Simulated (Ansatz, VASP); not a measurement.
**Pb in VASP and in Ansatz**

The input INCAR:

```
ALGO = Normal ; EDIFF = 1E-6
ENCUT = 520 ; GGA = PE
ISIF = 2 ; ISMEAR = -1
LASPH = T ; LCHARG = F
LREAL = F ; LWAVE = F
NBANDS = 28 ; NELM = 80
PREC = Accurate ; SIGMA = 0.1
```

Contents of KPOINTS:

```
k-points
0
Gamma
  7 7 10
```

Contents of POSCAR:

```
Pb
1.0
    5.8433023410      0.0000000000      0.0000000000
   -2.9216511705      5.0604482693      0.0000000000
    0.0000000000      0.0000000000      3.5312013190
Pb
3
Direct
    0.0000000000      0.0000000000      0.0000000000
    0.3333333333      0.6666666667      0.5000000000
    0.6666666667      0.3333333333      0.5000000000
```

Input for Ansatz:

```yaml
crystal:
  lattice:
    - [5.843302341, 0.0, 0.0]
    - [-2.9216511705, 5.0604482693, 0.0]
    - [0.0, 0.0, 3.531201319]
  atoms:
    - { symbol: Pb, position: [0.0, 0.0, 0.0] }
    - { symbol: Pb, position: [0.3333333333, 0.6666666667, 0.5] }
    - { symbol: Pb, position: [0.6666666667, 0.3333333333, 0.5] }
hamiltonian:
  xc: pbe
  pseudopotentials:
    kind: paw
    azcp:
      Pb: "pseudopotentials/Pb.paw.azcp"
basis:
  ecutwfc: 420
  fft_grid_basis: typed
kpoints:
  mp_grid: { grid: [7, 7, 10], shift: [0, 0, 0] }
magnetization:
  spin_polarized: false
scf:
  occupations: { method: fermi_dirac, width: 0.1 }
  lower_state_search: "off"
output:
  stress: true
```

Alike in both runs: task single point; functional PBE; k mesh 7 × 7 × 10; occupations fermi-dirac, width 0.1 eV; no spin polarisation.

|  | VASP | Ansatz |
| --- | --- | --- |
| version | VASP 6.6.1 | Ansatz 0.2.0 |
| potentials or method | VASP PAW PBE potentials, release 64 (Pb_d), cutoff 520 eV | plane waves (420 eV) with PAW, scalar-relativistic |
| valence electrons in the cell | 42 | 42 |

|  | VASP | Ansatz | Ansatz less VASP |
| --- | --- | --- | --- |
| pressure (GPa) | -2.4 | -2.4 | +0.05 |
| traceless stress, the component that is largest in VASP (GPa) | -0.47 | -0.47 | 0.000 |

The functional is the same, so the differences come from potentials, cutoffs and numerics.

Spin-orbit coupling is off throughout.
